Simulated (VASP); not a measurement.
# HW8C8 in VASP: notebook, part 2 of 2

VASP 6.6.1. The steps go on from the part before.

### 4 Single point, PBE

The input, INCAR:

```
  PREC = Accurate
  ENCUT = 520
  EDIFF = 1E-6
  ISMEAR = -1
  SIGMA = 0.05
  LREAL = Auto
  LASPH = T
  NELM = 100
  ALGO = Normal
  ISIF = 2
  LWAVE = F
  LCHARG = F
  GGA = PE
  NBANDS = 86
```

The input, KPOINTS:

```
regular mesh
0
Gamma
  2 2 1
```

The input, POSCAR:

```
HW8C8
1.0
    5.7958000000      0.0000000000      0.0000000000
    0.0000000000      5.6578000000      0.0000000000
    0.0000000000      0.0000000000     17.1827580000
W C H
8 8 1
Direct
    0.0000000000      0.0000000000      0.0581978749
    0.2430208082      0.0302237619      0.2102631021
    0.0000000000      0.5000000000      0.0581978749
    0.2167949205      0.5214040793      0.2071320564
    0.5000000000      0.0000000000      0.0581978749
    0.7306842886      0.0052317155      0.2034423112
    0.5000000000      0.5000000000      0.0581978749
    0.7605162359      0.4971013468      0.2071960741
   -0.0226198282      0.2730743398      0.1561448983
    0.3647986473      0.3236063488      0.2989101051
   -0.0355774871      0.7627169571      0.1486548318
    0.0023292729      0.8184630068      0.2737569836
    0.5089029987      0.2529958641      0.1420784719
    0.5534352462      0.1961363074      0.2851113890
    0.4804686152      0.7515465375      0.1580537886
    0.8016149626      0.7294531443      0.2995619213
   -0.2947996825      0.7954505285      0.3517013974
```

Potentials or basis: VASP PAW PBE potentials, release 64 (W_sv, C, H).

Started as:

```console
$ cat potpaw_PBE.64/W_sv/POTCAR potpaw_PBE.64/C/POTCAR potpaw_PBE.64/H/POTCAR > POTCAR
$ mpirun -np 1 vasp_std > vasp.out
```

OUTCAR:

```text
PREC = Accurate
   ENCUT = 520
   EDIFF = 1E-6
   ISMEAR = -1
   LREAL = Auto
   LASPH = T
   NELM = 100
   ISIF = 2
   GGA = PE

 ion  position               nearest neighbor table
   1  0.000  0.000  0.058-  11 2.06   9 2.29   3 2.83   3 2.83   5 2.90   5 2.90   6 2.94   2 2.97

   2  0.243  0.030  0.210-  12 2.14   9 2.26  15 2.28  13 2.31  10 2.36  14 2.40  11 2.45   4 2.78
                             6 2.83   4 2.88   1 2.97   6 2.98   5 3.01
   3  0.000  0.500  0.058-   9 2.12  11 2.16   1 2.83   1 2.83   4 2.85   7 2.90   7 2.90   8 2.91

   4  0.217  0.521  0.207-  10 2.12   9 2.16  15 2.18  11 2.24  12 2.38  13 2.53   8 2.65   2 2.78
[... 576 lines left out ...]
  in kB      -26.4570620    -15.1107807    -16.6154196    -10.2788720     -4.5434822      4.8350973
  external PRESSURE =     -19.3944208 kB  Pullay stress =       0.0000000 kB

 VOLUME and BASIS-vectors are now :
 -----------------------------------------------------------------------------
  energy-cutoff  :      520.00
  volume of cell :      563.45
      direct lattice vectors                 reciprocal lattice vectors
     5.795800000  0.000000000  0.000000000     0.172538735  0.000000000  0.000000000
     0.000000000  5.657800000  0.000000000     0.000000000  0.176747146  0.000000000
     0.000000000  0.000000000 17.182758000     0.000000000  0.000000000  0.058197875

 POSITION                                       TOTAL-FORCE (eV/Angst)
 -----------------------------------------------------------------------------------
      0.00000      0.00000      1.00000        -0.006318      0.488497      1.475880
      1.40850      0.17100      3.61290        -0.040951     -0.936267     -0.856248
      0.00000      2.82890      1.00000        -0.382378      0.334987      0.693035
      1.25650      2.95000      3.55910         2.304415      0.154408     -0.614400
      2.89790      0.00000      1.00000        -0.068699     -0.221662      0.517951
      4.23490      0.02960      3.49570         0.278906     -0.050724     -0.617520
[... 9 lines left out ...]
      4.64600      4.12710      5.14730        -1.633145      0.515460      1.837561
      4.08720      4.50050      6.04320         0.381611     -0.654476     -0.501745
 -----------------------------------------------------------------------------------
    total drift:                               -0.011787     -0.001296      0.017066

  FREE ENERGIE OF THE ION-ELECTRON SYSTEM (eV)
  ---------------------------------------------------
  free  energy   TOTEN  =      -162.9446096205 eV

  energy  without entropy=     -162.8495834645  energy(sigma->0) =     -162.89709654
```

OSZICAR:

```text
N       E                     dE             d eps       ncg     rms          rms(c)
DAV:   1     0.162361680607E+04    0.16236E+04   -0.84052E+04   832   0.154E+03
DAV:   2    -0.734319688176E+02   -0.16970E+04   -0.16593E+04   784   0.453E+02
DAV:   3    -0.182780387152E+03   -0.10935E+03   -0.10617E+03   834   0.109E+02
[... 23 lines left out ...]
DAV:  27    -0.162944596985E+03   -0.22368E-04   -0.11084E-06   506   0.277E-03    0.562E-04
DAV:  28    -0.162944604430E+03   -0.74451E-05   -0.38331E-07   466   0.141E-03    0.386E-04
DAV:  29    -0.162944608126E+03   -0.36956E-05   -0.27256E-07   436   0.923E-04    0.251E-04
DAV:  30    -0.162944609224E+03   -0.10983E-05   -0.13084E-07   430   0.636E-04    0.103E-04
DAV:  31    -0.162944609621E+03   -0.39633E-06   -0.74353E-08   404   0.462E-04
   1 F= -.16294461E+03 E0= -.16289710E+03  d E =-.950262E-01
```

stdout:

```text
POSCAR found type information on POSCAR W C H
 POSCAR found :  3 types and      17 ions
 scaLAPACK will be used
 LDA part: xc-table for (Slater+PW92), standard interpolation
 POSCAR, INCAR and KPOINTS ok, starting setup
 FFT: planning ... GRIDC
 FFT: planning ... GRID_SOFT
 FFT: planning ... GRID
 WAVECAR not read
 entering main loop
```

Run time: 4.6 min. Hardware: 1 thread of Intel Xeon 6975P-C (Granite Rapids), shared host; peak memory 0.59 GiB.

What came out:

* Free energy: -162.9446 eV
* Largest force: 5.317 eV/Å

Forces on the atoms (eV/Å):
```
W   -0.006  0.488  1.476
W   -0.041 -0.936 -0.856
W   -0.382  0.335  0.693
W    2.304  0.154 -0.614
W   -0.069 -0.222  0.518
W    0.279 -0.051 -0.618
W   -0.580  0.794  0.872
W   -5.298  0.257 -0.367
C    2.193 -2.397 -1.263
C    0.716  0.163 -0.620
C    1.251 -0.383 -1.249
C    3.163  0.788 -0.168
C   -0.825  0.591  0.810
C   -1.369  0.144  0.679
C   -0.084  0.411 -0.629
C   -1.633  0.515  1.838
H    0.382 -0.654 -0.502
```

Levels at points of the mesh, in eV from the Fermi level:
```
           k point  band 68  band 69  band 70  band 71  band 72  band 73  band 74  band 75  band 76  band 77
(0.00, 0.00, 0.00)    -0.67    -0.45    -0.34    -0.08     0.12     0.29     0.66     0.75     1.09     1.37
(0.50, 0.00, 0.00)    -1.02    -0.91    -0.26    -0.24    -0.08    -0.04     0.25     0.33     0.64     0.79
(0.00, 0.50, 0.00)    -1.32    -1.20    -0.61    -0.48    -0.19     0.01     0.20     0.38     0.71     0.78
(0.50, 0.50, 0.00)    -1.38    -1.12    -0.67    -0.59    -0.39    -0.19    -0.12     0.06     0.27     0.44
```

Caveat: the k points lie up to 0.56 Å⁻¹ apart; spin-orbit coupling is left out, which moves the levels of the heavy elements.
